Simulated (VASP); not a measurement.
SiC: single point with b88 exchange, pbe correlation

Crystal: SiC.

```xyz
2
Lattice="0.0000 2.1934 2.1934 2.1934 0.0000 2.1934 2.1934 2.1934 0.0000" Properties=species:S:1:pos:R:3 pbc="T T T"
Si    0.0000    0.0000    0.0000
C     3.2901    3.2901    3.2901
```

| Property | Result |
| --- | --- |
| Program | VASP 6.6.1 |
| Task | single point |
| Functional | b88 exchange, pbe correlation |
| Potentials or basis | VASP PAW PBE potentials, release 64 (Si, C) |
| Cutoff | 600 eV |
| k mesh | 10 × 10 × 10 |
| Occupations | fermi-dirac, width 0.05 eV |
| Spin | no spin polarisation |

The pressure is -1.1 GPa and the band gap on the k mesh is 1.38 eV (least direct gap 4.52 eV).

Levels at points of the mesh, in eV from the valence-band top:
| k point | band 1 | band 2 | band 3 | band 4 | band 5 | band 6 | band 7 | band 8 | band 9 |
| --- | --- | --- | --- | --- | --- | --- | --- | --- | --- |
| (0.00, 0.00, 0.00) | -15.24 | 0.00 | 0.00 | 0.00 | 5.99 | 7.18 | 7.18 | 7.18 | 14.40 |
| (0.50, 0.00, 0.00) | -11.76 | -8.42 | -1.05 | -1.05 | 5.26 | 7.16 | 7.16 | 9.95 | 15.96 |
| (0.50, 0.50, 0.00) | -10.33 | -7.72 | -3.14 | -3.14 | 1.38 | 4.26 | 13.80 | 13.80 | 14.52 |

Run time: 27 s on 1 thread of Intel(R) Xeon(R) Platinum 8259CL CPU @ 2.50GHz (Skylake/Cascade Lake) (shared host), peak memory 0.15 GiB.

Caveat: the PAW data sets were made with another functional, which shifts forces and pressure a little. A k mesh can miss the band edges.
